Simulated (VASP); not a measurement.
# Ti (P6_3/mmc) in VASP: further runs

Aim: see how the results for Ti move with the level of theory and the settings. Levels: PBEsol, r2SCAN. Tasks: single point, relaxation of shape and atoms at fixed volume.

All numbers are computed with VASP 6.6.1; they aren't measurements. Logs are shortened: lines on timing, memory, paths and dates and some standing lists are left out, and cuts for length are marked.

### Step 1. The cell of the first run

Symmetry: P6_3/mmc, No. 194, hexagonal system. Conventional cell: a = 2.900 Å, b = 2.900 Å, c = 4.591 Å, α = 90.00°, β = 90.00°, γ = 120.00°. Within 3.7 Å of Ti (site symmetry -6m2) lie 12 Ti at 2.84 to 2.90 Å.

### Step 2. Single point, PBEsol

File INCAR:

```
PREC     = Accurate       # precision mode
ENCUT    = 520            # plane-wave cutoff, eV
EDIFF    = 1E-6           # SCF threshold, eV
ISMEAR   = 0              # smearing method
SIGMA    = 0.1            # smearing width, eV
LREAL    = F              # projectors in reciprocal space
LASPH    = T              # aspherical terms in the spheres
NELM     = 100            # most SCF steps
ALGO     = Fast           # electronic algorithm
ISIF     = 2              # what is computed and relaxed
LWAVE    = F              # write WAVECAR
LCHARG   = F              # write CHGCAR
GGA      = PS             # functional
NBANDS   = 19             # bands
```

File KPOINTS:

```
regular mesh
0
Gamma
  18 18 10
```

File POSCAR:

```
Ti
1.0
    2.9004352003      0.0000000000      0.0000000000
   -1.4502176002      2.5118505655      0.0000000000
    0.0000000000      0.0000000000      4.5909904466
Ti
2
Direct
    0.3333333333      0.6666666667      0.2500000000
    0.6666666667      0.3333333333      0.7500000000
```

Potentials or basis: VASP PAW PBE potentials, release 64 (Ti_sv).

The run is started by

```console
cat potpaw_PBE.64/Ti_sv/POTCAR > POTCAR
mpirun -np 1 vasp_std > vasp.out
```

OUTCAR:

```text
PREC = Accurate
   ENCUT = 520
   EDIFF = 1E-6
   ISMEAR = 0
   LREAL = F
   LASPH = T
   NELM = 100
   ISIF = 2
   GGA = PS

 ion  position               nearest neighbor table
   1  0.333  0.667  0.250-   2 2.84   2 2.84   2 2.84   2 2.84   2 2.84   2 2.84
   2  0.667  0.333  0.750-   1 2.84   1 2.84   1 2.84   1 2.84   1 2.84   1 2.84

  LATTYP: Found a hexagonal cell.
 ALAT       =     2.9004352003
 C/A-ratio  =     1.5828626153

  Lattice vectors:

 A1 = (   2.9004352003,   0.0000000000,   0.0000000000)
 A2 = (  -1.4502176002,   2.5118505655,   0.0000000000)
 A3 = (   0.0000000000,   0.0000000000,   4.5909904466)

Analysis of symmetry for initial positions (statically):
=====================================================================
 Subroutine PRICEL returns:
 Original cell was already a primitive cell.

 Routine SETGRP: Setting up the symmetry group for a
 hexagonal supercell.

 Subroutine GETGRP returns: Found 24 space group operations
 (whereof 12 operations were pure point group operations)
 out of a pool of 24 trial point group operations.

The static configuration has the point symmetry D_3d.
 The point group associated with its full space group is D_6h.

Analysis of symmetry for dynamics (positions and initial velocities):
=====================================================================
 Subroutine PRICEL returns:
 Original cell was already a primitive cell.

 Routine SETGRP: Setting up the symmetry group for a
 hexagonal supercell.

 Subroutine GETGRP returns: Found 24 space group operations
 (whereof 12 operations were pure point group operations)
 out of a pool of 24 trial point group operations.

The dynamic configuration has the point symmetry D_3d.
 The point group associated with its full space group is D_6h.

 Subroutine INISYM returns: Found 24 space group operations
 (whereof 12 operations are pure point group operations),
 and found     1 'primitive' translations

----------------------------------------------------------------------------------------

                                     Primitive cell

  volume of cell :      33.4475

[... 80 lines left out ...]
   ISTART =      0    job   : 0-new  1-cont  2-samecut
   ICHARG =      2    charge: 1-file 2-atom 10-const
   ISPIN  =      1    spin polarized calculation?
   LNONCOLLINEAR =      F non collinear calculations
   LSORBIT =      F    spin-orbit coupling
   LASPH  =      T    aspherical Exc in radial PAW
   ENCUT  =  520.0 eV  38.22 Ry    6.18 a.u.   5.39  5.39  8.54*2*pi/ulx,y,z
   NELM   =    100;   NELMIN=  2; NELMDL= -5     # of ELM steps
   EDIFF  = 0.1E-05   stopping-criterion for ELM
   LREAL  =      F    real-space projection
   EDIFFG = 0.1E-04   stopping-criterion for IOM
   NSW    =      0    number of steps for IOM
   IBRION =     -1    ionic relax: 0-MD 1-quasi-New 2-CG
   NFREE  =      0    steps in history (QN), initial steepest desc. (CG)
   ISIF   =      2    stress and relaxation
   ISYM   =      2    0-nonsym 1-usesym 2-fastsym
   POTIM  = 0.5000    time-step for ionic-motion
   TEBEG  =    0.0;   TEEND  =   0.0 temperature during run
   PSTRESS=    0.0 pullay stress
   NELECT =      24.0000    total number of electrons
   NUPDOWN=      -1.0000    fix difference up-down
   EMIN   =  10.00;   EMAX   =-10.00  energy-range for DOS
   EFERMI =   0.00;   METHOD = LEGACY
   ISMEAR =     0;   SIGMA  =   0.10  broadening in eV -4-tet -1-fermi 0-gaus
   EFERMI_NEDOS =   21; number of points for ismear=-14 and -15
   IALGO  =     68    algorithm
   IMIX   =      4    mixing-type and parameters
     AMIX     =   0.40;   BMIX     =  1.00
     AMIX_MAG =   1.60;   BMIX_MAG =  1.00
  volume/ion in A,a.u.               =      16.72       112.86
  Fermi-wavevector in a.u.,A,eV,Ry     =   1.465629  2.769638 29.226255  2.148069
  Thomas-Fermi vector in A             =   2.581463
   LORBIT       =      0    0 simple, 1 ext, 2 COOP (PROOUT), +10 PAW based schemes
   GGA     = PS    functional components
   LHFCALC =     F    Hartree Fock is set to
   AEXX    =    0.0000 exact exchange contribution
   IVDW    =     0    specifies the selected vdW correction
   LEPSILON=     F    determine dielectric tensor
   LRPA    =     F    only Hartree local field effects (RPA)
 non-spin polarized calculation
 RMM-DIIS sequential band-by-band and
 Gauss-broadening in eV      SIGMA  =   0.10
  energy-cutoff  :      520.00
  volume of cell :       33.45
 maximum number of plane-waves:       929
 NGX is ok and might be reduce to    24
   NGX = 11   NGY = 11   NGZ = 17

 number of electron      23.9999999 magnetization

 Free energy of the ion-electron system (eV)
  ---------------------------------------------------
  ext. energy  EPLUGINS =         0.00000000
  ---------------------------------------------------
  free energy    TOTEN  =       -16.68403807 eV

  energy without entropy =      -16.67485238  energy(sigma->0) =      -16.67944523

 E-fermi :   8.6209     XC(G=0): -11.8175

 val. band max:        8.6081503535   @ k =   0.0000   0.0000   0.4000
 cond. band min:       8.6267666167   @ k =   0.2778   0.2778   0.4000
 fundamental gap:      0.0186162632
 Fermi energy:         8.6208792800

 k-point     1 :       0.0000    0.0000    0.0000
  band No.  band energies     occupation
      1     -47.9545      2.00000
      2     -47.7915      2.00000
      3     -24.6935      2.00000
      4     -23.9609      2.00000
      5     -23.9609      2.00000
      6     -23.8809      2.00000
[... 505 lines left out ...]
      6     -24.1509      2.00000
[... 11 lines left out ...]
     18      12.2747      0.00000
     19      13.0639      0.00000

 [... further k-points ...]

------------------------ aborting loop because EDIFF is reached ----------------------------------------

  FORCE on cell =-STRESS in cart. coord.  units (eV):
  Direction    XX          YY          ZZ          XY          YZ          ZX
  --------------------------------------------------------------------------------------
  -------------------------------------------------------------------------------------
  Total       -0.0748138     -0.0748138     -0.0791890      0.0000000      0.0000000      0.0000000
  in kB       -3.5836788     -3.5836788     -3.7932552      0.0000000      0.0000000      0.0000000
  external PRESSURE =      -3.6535376 kB  Pullay stress =       0.0000000 kB

 VOLUME and BASIS-vectors are now :
 -----------------------------------------------------------------------------
  energy-cutoff  :      520.00
  volume of cell :       33.45
      direct lattice vectors                 reciprocal lattice vectors
     2.900435200  0.000000000  0.000000000     0.344775846  0.199056428  0.000000000
    -1.450217600  2.511850566  0.000000000     0.000000000  0.398112855  0.000000000
     0.000000000  0.000000000  4.590990447     0.000000000  0.000000000  0.217817922

 POSITION                                       TOTAL-FORCE (eV/Angst)
 -----------------------------------------------------------------------------------
     -0.00000      1.67457      1.14775         0.000000     -0.000000      0.000000
      1.45022      0.83728      3.44324        -0.000000      0.000000      0.000000
 -----------------------------------------------------------------------------------
    total drift:                               -0.000000      0.000000     -0.000000

  FREE ENERGIE OF THE ION-ELECTRON SYSTEM (eV)
  ---------------------------------------------------
  free  energy   TOTEN  =       -16.6840380712 eV

  energy  without entropy=      -16.6748523817  energy(sigma->0) =      -16.67944523
```

Wall time 6.7 min (1 thread of Intel Xeon 8259CL, shared host); peak memory 0.24 GiB.

What came out:

* Free energy: -16.6840 eV
* Pressure: -0.4 GPa
* Band gap on the k mesh: zero (bands 12 and 13 overlap by 1.11 eV)

Levels at points of the mesh, in eV from the Fermi level:
| k point | band 9 | band 10 | band 11 | band 12 | band 13 | band 14 | band 15 | band 16 |
| --- | --- | --- | --- | --- | --- | --- | --- | --- |
| (0.00, 0.00, 0.00) | -6.31 | -2.80 | 0.78 | 0.78 | 0.89 | 0.91 | 1.31 | 1.31 |
| (0.50, 0.00, 0.00) | -2.41 | -2.28 | -1.96 | -0.59 | 0.46 | 0.65 | 1.23 | 3.51 |
| (0.00, 0.00, 0.50) | -4.39 | -4.39 | 0.08 | 0.08 | 0.68 | 0.68 | 0.68 | 0.68 |
| (0.50, 0.00, 0.50) | -2.66 | -2.66 | -0.87 | -0.87 | 1.43 | 1.43 | 1.79 | 1.79 |

Caveat: the PAW data sets were made with another functional, which shifts forces and pressure a little.

### Step 3. Relaxation of shape and atoms at fixed volume, r2SCAN

This run uses another cell than the first one, of 17.12 Å³/atom.

File POSCAR:

```
Ti
1.0
    2.9214167741      0.0000000000      0.0000000000
   -1.4607083871      2.5300211414      0.0000000000
    0.0000000000      0.0000000000      4.6325227496
Ti
2
Direct
    0.3333333333      0.6666666667      0.2500000000
    0.6666666667      0.3333333333      0.7500000000
```

File INCAR.step1:

```
PREC = Accurate
ENCUT = 600
ISMEAR = -1
SIGMA = 0.15
LREAL = False
LASPH = True
NELM = 60
GGA = PE
ALGO = Normal
EDIFF = 1E-4
LWAVE = True
LCHARG = False
```

File INCAR.step2:

```
PREC = Accurate
ENCUT = 600
EDIFF = 1E-6
ISMEAR = -1
SIGMA = 0.15
LREAL = False
LASPH = True
NELM = 60
ALGO = Normal
ISIF = 4
LWAVE = False
LCHARG = False
METAGGA = R2SCAN
LMIXTAU = True
IBRION = 2
NSW = 80
EDIFFG = -0.001
ISTART = 1
```

KPOINTS is that of step 2.

Potentials or basis: VASP PAW PBE potentials, release 64 (Ti_sv).

The run is started by

```console
cat potpaw_PBE.64/Ti_sv/POTCAR > POTCAR
cp INCAR.step1 INCAR
mpirun -np 1 vasp_std > vasp.out
cp INCAR.step2 INCAR
mpirun -np 1 vasp_std > vasp.out
```

OUTCAR:

```text
PREC = Accurate
   ENCUT = 600
   EDIFF = 1E-6
   ISMEAR = -1
   LREAL = False
   LASPH = True
   NELM = 60
   ISIF = 4
   METAGGA = R2SCAN
   IBRION = 2
   NSW = 80
   EDIFFG = -0.001
   ISTART = 1

 ion  position               nearest neighbor table
   1  0.333  0.667  0.250-   2 2.87   2 2.87   2 2.87   2 2.87   2 2.87   2 2.87
   2  0.667  0.333  0.750-   1 2.87   1 2.87   1 2.87   1 2.87   1 2.87   1 2.87

  LATTYP: Found a hexagonal cell.
 ALAT       =     2.9214167741
 C/A-ratio  =     1.5857110121

  Lattice vectors:

 A1 = (   2.9214167741,   0.0000000000,   0.0000000000)
 A2 = (  -1.4607083871,   2.5300211414,   0.0000000000)
 A3 = (   0.0000000000,   0.0000000000,   4.6325227496)

Analysis of symmetry for initial positions (statically):
=====================================================================
 Subroutine PRICEL returns:
 Original cell was already a primitive cell.

 Routine SETGRP: Setting up the symmetry group for a
 hexagonal supercell.

 Subroutine GETGRP returns: Found 24 space group operations
 (whereof 12 operations were pure point group operations)
 out of a pool of 24 trial point group operations.

The static configuration has the point symmetry D_3d.
 The point group associated with its full space group is D_6h.

Analysis of symmetry for dynamics (positions and initial velocities):
=====================================================================
 Subroutine PRICEL returns:
 Original cell was already a primitive cell.

 Routine SETGRP: Setting up the symmetry group for a
 hexagonal supercell.

 Subroutine GETGRP returns: Found 24 space group operations
 (whereof 12 operations were pure point group operations)
 out of a pool of 24 trial point group operations.

The dynamic configuration has the point symmetry D_3d.
 The point group associated with its full space group is D_6h.

 Subroutine INISYM returns: Found 24 space group operations
[... 126 lines left out ...]
   LEPSILON=     F    determine dielectric tensor
   LRPA    =     F    only Hartree local field effects (RPA)
 conjugate gradient relaxation of ions
 non-spin polarized calculation
  energy-cutoff  :      600.00
  volume of cell :       34.24
 maximum number of plane-waves:      1170
 NGX is ok and might be reduce to    24
   NGX = 11   NGY = 11   NGZ = 19

--------------------------------------- Ionic step        1  -------------------------------------------

 number of electron      23.9999992 magnetization

 Free energy of the ion-electron system (eV)
  ---------------------------------------------------
  ext. energy  EPLUGINS =         0.00000000
  ---------------------------------------------------
  free energy    TOTEN  =       -25.97014754 eV

  energy without entropy =      -25.81006732  energy(sigma->0) =      -25.89010743

------------------------ aborting loop because EDIFF is reached ----------------------------------------

  FORCE on cell =-STRESS in cart. coord.  units (eV):
  Direction    XX          YY          ZZ          XY          YZ          ZX
  --------------------------------------------------------------------------------------
  -------------------------------------------------------------------------------------
  Total        0.4643228      0.4643228      0.4073446     -0.0000000      0.0000000      0.0000000
  in kB       21.7267785     21.7267785     19.0606341     -0.0000000      0.0000000      0.0000000
  external PRESSURE =      20.8380637 kB  Pullay stress =       0.0000000 kB
[... 59 lines left out ...]
--------------------------------------- Ionic step        3  -------------------------------------------

 number of electron      23.9999993 magnetization

 Free energy of the ion-electron system (eV)
  ---------------------------------------------------
  ext. energy  EPLUGINS =         0.00000000
  ---------------------------------------------------
  free energy    TOTEN  =       -25.97018864 eV

  energy without entropy =      -25.81029746  energy(sigma->0) =      -25.89024305

 E-fermi :   8.5138     XC(G=0): -12.4704

 val. band max:        8.5112503926   @ k =   0.0000   0.0000   0.3000
 cond. band min:       8.5146196953   @ k =   0.1667   0.0556   0.3000
 fundamental gap:      0.0033693026
 Fermi energy:         8.5137903937

 k-point     1 :       0.0000    0.0000    0.0000
  band No.  band energies     occupation
      1     -50.6430      2.00000
      2     -50.4902      2.00000
      3     -26.2160      2.00000
      4     -25.5300      2.00000
      5     -25.5300      2.00000
      6     -25.4417      2.00000
[... 433 lines left out ...]
      3     -26.0161      2.00000
      4     -25.8865      2.00000
      5     -25.8805      2.00000
      6     -25.7111      2.00000
[... 8 lines left out ...]
     15       9.8495      0.00027
     16      11.9025      0.00000

 [... further k-points ...]

------------------------ aborting loop because EDIFF is reached ----------------------------------------

  FORCE on cell =-STRESS in cart. coord.  units (eV):
  Direction    XX          YY          ZZ          XY          YZ          ZX
  --------------------------------------------------------------------------------------
  -------------------------------------------------------------------------------------
  Total        0.4453211      0.4453211      0.4458060     -0.0000000      0.0000000      0.0000000
  in kB       20.8376436     20.8376436     20.8603327     -0.0000000      0.0000000      0.0000000
  external PRESSURE =      20.8452066 kB  Pullay stress =       0.0000000 kB
[... 17 lines left out ...]
  FREE ENERGIE OF THE ION-ELECTRON SYSTEM (eV)
  ---------------------------------------------------
  free  energy   TOTEN  =       -25.9701886417 eV

  energy  without entropy=      -25.8102974625  energy(sigma->0) =      -25.89024305

 reached required accuracy - stopping structural energy minimisation
```

OUTCAR.step1:

```text
PREC = Accurate
   ENCUT = 600
   ISMEAR = -1
   LREAL = False
   LASPH = True
[... 680 lines left out ...]
     -0.00000      1.68668      1.15813         0.000000      0.000000      0.000000
      1.46071      0.84334      3.47439        -0.000000     -0.000000      0.000000
 -----------------------------------------------------------------------------------
    total drift:                                0.000000     -0.000000      0.000000

  FREE ENERGIE OF THE ION-ELECTRON SYSTEM (eV)
  ---------------------------------------------------
  free  energy   TOTEN  =       -15.7546024334 eV

  energy  without entropy=      -15.5672713827  energy(sigma->0) =      -15.66093691
```

Run time: 12 min. Hardware: 1 thread of Oxide Virtual Turin-like, shared host; peak memory 0.23 GiB.

What came out:

| Property | Result |
| --- | --- |
| Free energy | -25.9702 eV |
| Energy gained by relaxing | 0.0 meV/atom |
| Ionic steps | 3 |
| Pressure after relaxing | 2.1 GPa |
| Band gap on the k mesh | zero (bands 12 and 13 overlap by 1.25 eV) |

Final structure:
```
CELL_PARAMETERS angstrom
2.92353 0.00000 0.00000
-1.46176 2.53185 0.00000
0.00000 0.00000 4.62583
ATOMIC_POSITIONS crystal
Ti 0.33333 0.66667 0.25000
Ti 0.66667 0.33333 0.75000
```

Levels at points of the mesh, in eV from the Fermi level:
| k point | band 8 | band 9 | band 10 | band 11 | band 12 | band 13 | band 14 | band 15 | band 16 |
| --- | --- | --- | --- | --- | --- | --- | --- | --- | --- |
| (0.00, 0.00, 0.00) | -33.94 | -6.61 | -2.86 | 0.66 | 0.92 | 0.92 | 1.05 | 1.46 | 1.46 |
| (0.50, 0.00, 0.00) | -34.01 | -2.50 | -2.29 | -1.93 | -0.79 | 0.66 | 0.76 | 1.34 | 3.65 |
| (0.00, 0.00, 0.50) | -33.99 | -4.65 | -4.65 | 0.12 | 0.12 | 0.83 | 0.83 | 0.83 | 0.83 |
| (0.50, 0.00, 0.50) | -34.11 | -2.68 | -2.68 | -0.84 | -0.84 | 1.33 | 1.33 | 1.99 | 1.99 |

Caveat: the PAW data sets were made with another functional, which shifts forces and pressure a little.
